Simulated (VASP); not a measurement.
# TiAl (P4/mmm) in VASP: further runs

Runs on TiAl. Level: PBEsol. Tasks: single point.

Program: VASP 6.6.1. These are calculated values, not measurements. Logs are shortened: lines on timing, memory, paths and dates and some standing lists are left out, and cuts for length are marked.

## 1. The cell of the first run

The structure is tetragonal, space group P4/mmm (No. 123). The conventional cell has a = 3.172 Å, b = 3.172 Å, c = 2.959 Å, α = 90.00°, β = 90.00°, γ = 90.00°. Within 3.5 Å of Ti (site symmetry 4/mmm) lie 8 Al at 2.69 Å and 6 Ti at 2.96 to 3.17 Å. Within 3.5 Å of Al (site symmetry 4/mmm) lie 8 Ti at 2.69 Å and 6 Al at 2.96 to 3.17 Å.

## 2. Single point, PBEsol (14.88 Å³/atom)

INCAR

```
SYSTEM = TiAl
PREC = Accurate ; ENCUT = 500
EDIFF = 1E-6 ; ISMEAR = 0
SIGMA = 0.15 ; LREAL = .False.
LASPH = .True. ; NELM = 120
ALGO = Normal ; ISIF = 2
LWAVE = .False. ; LCHARG = .True.
GGA = PS ; LELF = .True.
LVHAR = .True. ; NBANDS = 14
GGA_COMPAT = .False.
```

KPOINTS

```
Automatic mesh
0
Gamma
  16 16 16
  0 0 0
```

POSCAR

```
TiAl
1.0
    3.1719064730      0.0000000000      0.0000000000
    0.0000000000      3.1719064730      0.0000000000
    0.0000000000      0.0000000000      2.9587543580
Ti Al
1 1
Direct
    0.0000000000      0.0000000000      0.0000000000
    0.5000000000      0.5000000000      0.5000000000
```

Potentials or basis: VASP PAW PBE potentials, release 64 (Ti_sv, Al).

Started as:

```console
cat potpaw_PBE.64/Ti_sv/POTCAR potpaw_PBE.64/Al/POTCAR > POTCAR
mpirun -np 1 vasp_std > vasp.out
```

OUTCAR:

```text
SYSTEM = TiAl
   PREC = Accurate
   ENCUT = 500
   EDIFF = 1E-6
   ISMEAR = 0
   LREAL = .False.
   LASPH = .True.
   NELM = 120
   ISIF = 2
   GGA = PS

 ion  position               nearest neighbor table
   1  0.000  0.000  0.000-   2 2.69   2 2.69   2 2.69   2 2.69   2 2.69   2 2.69   2 2.69   2 2.69

   2  0.500  0.500  0.500-   1 2.69   1 2.69   1 2.69   1 2.69   1 2.69   1 2.69   1 2.69   1 2.69

  LATTYP: Found a simple tetragonal cell.
 ALAT       =     3.1719064730
 C/A-ratio  =     0.9328000000

  Lattice vectors:

 A1 = (   3.1719064730,   0.0000000000,   0.0000000000)
 A2 = (   0.0000000000,   3.1719064730,   0.0000000000)
 A3 = (   0.0000000000,   0.0000000000,   2.9587543580)

Analysis of symmetry for initial positions (statically):
=====================================================================
 Subroutine PRICEL returns:
 Original cell was already a primitive cell.

 Routine SETGRP: Setting up the symmetry group for a
 simple tetragonal supercell.

 Subroutine GETGRP returns: Found 16 space group operations
 (whereof 16 operations were pure point group operations)
 out of a pool of 16 trial point group operations.

The static configuration has the point symmetry D_4h.

Analysis of symmetry for dynamics (positions and initial velocities):
=====================================================================
 Subroutine PRICEL returns:
 Original cell was already a primitive cell.

 Routine SETGRP: Setting up the symmetry group for a
 simple tetragonal supercell.

 Subroutine GETGRP returns: Found 16 space group operations
 (whereof 16 operations were pure point group operations)
 out of a pool of 16 trial point group operations.

The dynamic configuration has the point symmetry D_4h.

 Subroutine INISYM returns: Found 16 space group operations
 (whereof 16 operations are pure point group operations),
 and found     1 'primitive' translations

----------------------------------------------------------------------------------------

                                     Primitive cell

  volume of cell :      29.7680

  direct lattice vectors                    reciprocal lattice vectors
     3.171906473  0.000000000  0.000000000     0.315267808  0.000000000  0.000000000
     0.000000000  3.171906473  0.000000000     0.000000000  0.315267808  0.000000000
     0.000000000  0.000000000  2.958754358     0.000000000  0.000000000  0.337980068

  length of vectors
     3.171906473  3.171906473  2.958754358     0.315267808  0.315267808  0.337980068

  position of ions in fractional coordinates (direct lattice)
     0.000000000  0.000000000  0.000000000
     0.500000000  0.500000000  0.500000000

  ion indices of the primitive-cell ions
   primitive index   ion index
                 1           1
                 2           2

----------------------------------------------------------------------------------------

 KPOINTS: Automatic mesh

Automatic generation of k-mesh.
 Grid dimensions read from file:
 generate k-points for:   16   16   16

 Generating k-lattice:

  Cartesian coordinates                     Fractional coordinates (reciprocal lattice)
     0.019704238  0.000000000  0.000000000     0.062500000  0.000000000  0.000000000
     0.000000000  0.019704238  0.000000000     0.000000000  0.062500000  0.000000000
     0.000000000  0.000000000  0.021123754     0.000000000  0.000000000  0.062500000

  Length of vectors
     0.019704238  0.019704238  0.021123754

  Shift w.r.t. Gamma in fractional coordinates (k-lattice)
     0.000000000  0.000000000  0.000000000

 Subroutine IBZKPT returns following result:
 ===========================================

 Found    405 irreducible k-points:

 Following reciprocal coordinates:
            Coordinates               Weight
  0.000000  0.000000  0.000000      1.000000
  0.062500  0.000000  0.000000      4.000000
  0.125000  0.000000  0.000000      4.000000
  0.187500  0.000000  0.000000      4.000000
  0.250000  0.000000  0.000000      4.000000
  0.312500  0.000000  0.000000      4.000000
[... 16 lines left out ...]
  0.437500  0.125000  0.000000      8.000000
  0.500000  0.125000  0.000000      4.000000
 [... further k-points ...]
   k-points           NKPTS =    405   k-points in BZ     NKDIM =    405   number of bands    NBANDS=     14
   number of dos      NEDOS =    301   number of ions     NIONS =      2
   total plane-waves  NPLWV =  13824
   dimension x,y,z NGX =    24 NGY =   24 NGZ =   24
   dimension x,y,z NGXF=    48 NGYF=   48 NGZF=   48
   ions per type =               1   1
   NGX,Y,Z   is equivalent  to a cutoff of  12.58, 12.58, 13.49 a.u.
   NGXF,Y,Z  is equivalent  to a cutoff of  25.16, 25.16, 26.97 a.u.
 SYSTEM =  TiAl
   PREC   = accura    normal or accurate (medium, high low for compatibility)
   ISTART =      0    job   : 0-new  1-cont  2-samecut
   ICHARG =      2    charge: 1-file 2-atom 10-const
   ISPIN  =      1    spin polarized calculation?
   LNONCOLLINEAR =      F non collinear calculations
   LSORBIT =      F    spin-orbit coupling
   LASPH  =      T    aspherical Exc in radial PAW
   ENCUT  =  500.0 eV  36.75 Ry    6.06 a.u.   5.78  5.78  5.39*2*pi/ulx,y,z
   NELM   =    120;   NELMIN=  2; NELMDL= -5     # of ELM steps
   EDIFF  = 0.1E-05   stopping-criterion for ELM
   LREAL  =      F    real-space projection
   EDIFFG = 0.1E-04   stopping-criterion for IOM
   NSW    =      0    number of steps for IOM
   IBRION =     -1    ionic relax: 0-MD 1-quasi-New 2-CG
   NFREE  =      0    steps in history (QN), initial steepest desc. (CG)
   ISIF   =      2    stress and relaxation
   ISYM   =      2    0-nonsym 1-usesym 2-fastsym
   POTIM  = 0.5000    time-step for ionic-motion
   TEBEG  =    0.0;   TEEND  =   0.0 temperature during run
   PSTRESS=    0.0 pullay stress
   NELECT =      15.0000    total number of electrons
   NUPDOWN=      -1.0000    fix difference up-down
   EMIN   =  10.00;   EMAX   =-10.00  energy-range for DOS
   EFERMI =   0.00;   METHOD = LEGACY
   ISMEAR =     0;   SIGMA  =   0.15  broadening in eV -4-tet -1-fermi 0-gaus
   EFERMI_NEDOS =   21; number of points for ismear=-14 and -15
   IALGO  =     38    algorithm
   IMIX   =      4    mixing-type and parameters
     AMIX     =   0.40;   BMIX     =  1.00
     AMIX_MAG =   1.60;   BMIX_MAG =  1.00
  volume/ion in A,a.u.               =      14.88       100.44
  Fermi-wavevector in a.u.,A,eV,Ry     =   1.302733  2.461808 23.090623  1.697113
  Thomas-Fermi vector in A             =   2.433781
   LORBIT       =      0    0 simple, 1 ext, 2 COOP (PROOUT), +10 PAW based schemes
   GGA     = PS    functional components
   LHFCALC =     F    Hartree Fock is set to
   AEXX    =    0.0000 exact exchange contribution
   IVDW    =     0    specifies the selected vdW correction
   LEPSILON=     F    determine dielectric tensor
   LRPA    =     F    only Hartree local field effects (RPA)
 non-spin polarized calculation
 Gauss-broadening in eV      SIGMA  =   0.15
  energy-cutoff  :      500.00
  volume of cell :       29.77
 maximum number of plane-waves:       780
 NGX is ok and might be reduce to    24
   NGX = 11   NGY = 11   NGZ = 11

 number of electron      14.9999993 magnetization

 Free energy of the ion-electron system (eV)
  ---------------------------------------------------
  ext. energy  EPLUGINS =         0.00000000
  ---------------------------------------------------
  free energy    TOTEN  =       -12.95088826 eV

  energy without entropy =      -12.92302713  energy(sigma->0) =      -12.93695769

 E-fermi :   9.4690     XC(G=0): -11.5238

 val. band max:        9.4683006355   @ k =   0.2500   0.0625   0.3750
 cond. band min:       9.4703331024   @ k =   0.1875   0.0000   0.3750
 fundamental gap:      0.0020324669
 Fermi energy:         9.4690086905

 k-point     1 :       0.0000    0.0000    0.0000
  band No.  band energies     occupation
      1     -46.9966      2.00000
      2     -23.3276      2.00000
      3     -23.3276      2.00000
      4     -23.2049      2.00000
      5      -0.0956      2.00000
      6       7.7801      2.00000
      7       7.9584      2.00000
      8      11.2154      0.00000
      9      11.6336      0.00000
     10      11.6336      0.00000
     11      13.6519      0.00000
     12      13.6519      0.00000
     13      15.7151      0.00000
     14      18.5903      0.00000

 k-point     2 :       0.0625    0.0000    0.0000
  band No.  band energies     occupation
      1     -46.9960      2.00000
      2     -23.3349      2.00000
      3     -23.3269      2.00000
      4     -23.2044      2.00000
      5      -0.0318      2.00000
      6       7.7563      2.00000
      7       7.9711      2.00000
      8      11.0786      0.00000
      9      11.5561      0.00000
     10      11.6405      0.00000
     11      13.4288      0.00000
     12      13.8375      0.00000
     13      15.8407      0.00000
     14      18.5520      0.00000

 k-point     3 :       0.1250    0.0000    0.0000
  band No.  band energies     occupation
      1     -46.9943      2.00000
      2     -23.3557      2.00000
      3     -23.3251      2.00000
      4     -23.2028      2.00000
      5       0.1581      2.00000
      6       7.6320      2.00000
      7       8.0339      2.00000
      8      10.7605      0.00000
      9      11.3538      0.00000
     10      11.6604      0.00000
     11      12.9469      0.00000
     12      14.3036      0.00000
     13      16.1887      0.00000
     14      18.2877      0.00000
[... 324 lines left out ...]
 k-point    23 :       0.4375    0.1250    0.0000
  band No.  band energies     occupation
      1     -46.9786      2.00000
      2     -23.5057      2.00000
      3     -23.3378      2.00000
      4     -23.1885      2.00000
      5       2.8586      2.00000
      6       4.7555      2.00000
      7       8.7273      2.00000
      8       9.1162      1.99912
      9      10.3289      0.00000
     10      11.6082      0.00000
     11      12.5230      0.00000
     12      15.8512      0.00000
     13      17.4198      0.00000
     14      19.6021      0.00000

 k-point    24 :       0.5000    0.1250    0.0000
  band No.  band energies     occupation
      1     -46.9779      2.00000
      2     -23.5127      2.00000
      3     -23.3371      2.00000
      4     -23.1879      2.00000
      5       3.2594      2.00000
      6       4.3093      2.00000
      7       8.8491      2.00000
      8       9.0015      1.99999
      9      10.2901      0.00000
     10      11.6171      0.00000
     11      12.5531      0.00000
     12      15.9203      0.00000
     13      17.4867      0.00000
     14      19.3077      0.00000

 [... further k-points ...]

------------------------ aborting loop because EDIFF is reached ----------------------------------------

  FORCE on cell =-STRESS in cart. coord.  units (eV):
  Direction    XX          YY          ZZ          XY          YZ          ZX
  --------------------------------------------------------------------------------------
  -------------------------------------------------------------------------------------
  Total        1.4620741      1.4620741      1.2455925      0.0000000     -0.0000000      0.0000000
  in kB       78.6919523     78.6919523     67.0404478      0.0000000     -0.0000000      0.0000000
  external PRESSURE =      74.8081174 kB  Pullay stress =       0.0000000 kB

 VOLUME and BASIS-vectors are now :
 -----------------------------------------------------------------------------
  energy-cutoff  :      500.00
  volume of cell :       29.77
      direct lattice vectors                 reciprocal lattice vectors
     3.171906473  0.000000000  0.000000000     0.315267808  0.000000000  0.000000000
     0.000000000  3.171906473  0.000000000     0.000000000  0.315267808  0.000000000
     0.000000000  0.000000000  2.958754358     0.000000000  0.000000000  0.337980068

 POSITION                                       TOTAL-FORCE (eV/Angst)
 -----------------------------------------------------------------------------------
      0.00000      0.00000      0.00000         0.000000      0.000000      0.000000
      1.58595      1.58595      1.47938         0.000000      0.000000      0.000000
 -----------------------------------------------------------------------------------
    total drift:                                0.000000      0.000000      0.000000

  FREE ENERGIE OF THE ION-ELECTRON SYSTEM (eV)
  ---------------------------------------------------
  free  energy   TOTEN  =       -12.9508882575 eV

  energy  without entropy=      -12.9230271308  energy(sigma->0) =      -12.93695769
```

It took 2.4 min on 1 thread of Intel Xeon 8259CL, shared host; peak memory 0.28 GiB.

What came out:

```
Free energy            : -12.9509 eV
Pressure               : 7.5 GPa
Band gap on the k mesh : zero (an odd number of electrons rules out a gap without spin polarisation)
```

Caveat: the cell stands under pressure; the PAW data sets were made with another functional, which shifts forces and pressure a little.

## 3. Single point, PBEsol (14.88 Å³/atom)

INCAR

```
PREC = Accurate
ENCUT = 500
EDIFF = 1E-6
ISMEAR = 0
SIGMA = 0.15
LREAL = False
LASPH = True
NELM = 120
ALGO = Normal
ISIF = 2
LWAVE = False
LCHARG = False
GGA = PS
NBANDS = 14
GGA_COMPAT = False
```

KPOINTS

```
regular mesh
0
Gamma
  16 16 16
```

POSCAR

```
TiAl
1.0
    3.0282028037      0.0000000000      0.0000000000
    0.0000000000      3.0282028037      0.0000000000
    0.0000000000      0.0000000000      3.2462334056
Ti Al
1 1
Direct
    0.0000000000      0.0000000000      0.0000000000
    0.5000000000      0.5000000000      0.5000000000
```

Potentials or basis: VASP PAW PBE potentials, release 64 (Ti_sv, Al).

Started as:

```console
cat potpaw_PBE.64/Ti_sv/POTCAR potpaw_PBE.64/Al/POTCAR > POTCAR
mpirun -np 1 vasp_std > vasp.out
```

Run time: 2.5 min. Hardware: 1 thread of Intel Xeon 8259CL, shared host; peak memory 0.27 GiB.

It converged, with:

```yaml
Free_energy: -12.9662 eV
Pressure: 7.4 GPa
Band_gap_on_the_k_mesh: zero (an odd number of electrons rules out a gap without spin polarisation)
```

Stress tensor (GPa, compression positive):
```
 5.51  0.00  0.00
 0.00  5.51  0.00
 0.00  0.00 11.09
```

Levels at points of the mesh, in eV from the Fermi level:
```tsv
k point	band 6	band 7	band 8	band 9	band 10	band 11
(0.00, 0.00, 0.00)	-1.69	-1.48	1.92	1.92	2.28	3.58
(0.50, 0.00, 0.00)	-5.31	-0.54	-0.35	0.50	2.20	3.68
(0.50, 0.50, 0.00)	-1.80	-1.80	-1.42	0.40	0.40	3.33
(0.00, 0.00, 0.50)	-5.45	-0.70	0.47	0.47	2.43	2.81
(0.50, 0.00, 0.50)	-2.37	-1.95	-1.56	0.91	1.06	2.90
(0.50, 0.50, 0.50)	-3.27	-3.27	1.20	2.96	2.97	3.32
```

Caveat: the cell stands under pressure; the PAW data sets were made with another functional, which shifts forces and pressure a little.
